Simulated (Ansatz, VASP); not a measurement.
## Ta: VASP beside Ansatz

```xyz
1
Lattice="-1.6513 1.6513 1.6843 1.6513 -1.6513 1.6843 1.6513 1.6513 -1.6843" Properties=species:S:1:pos:R:3 pbc="T T T"
Ta    0.0000    0.0000    0.0000
```

Change from the starting cell: zz strain of +2 %, crystal datasets.

Alike in both runs: task electric field gradients; functional PBEsol; k mesh 15 × 15 × 15; occupations fermi-dirac, width 0.05 eV; no spin polarisation.

|  | VASP | Ansatz |
| --- | --- | --- |
| version | VASP 6.6.1 | Ansatz 0.2.0 |
| potentials or method | VASP PAW PBE potentials, release 64 (Ta_pv), cutoff 520 eV | all-electron PAW with datasets made for the crystal, scalar-relativistic |

|  | VASP | Ansatz | Ansatz less VASP |
| --- | --- | --- | --- |
| pressure (GPa) | -7.5 | -7.7 | -0.16 |
| traceless stress, the component that is largest in VASP (GPa) | -1.45 | -1.45 | -0.005 |
| size of Vzz on the site where it differs most (V/Å²) | 11.4 | 12.4 | +1.01 |

VASP's potentials were made for PBE, not for PBEsol. Ansatz ran all-electron here, and VASP with PAW potentials.

Neither program's run includes spin-orbit coupling.
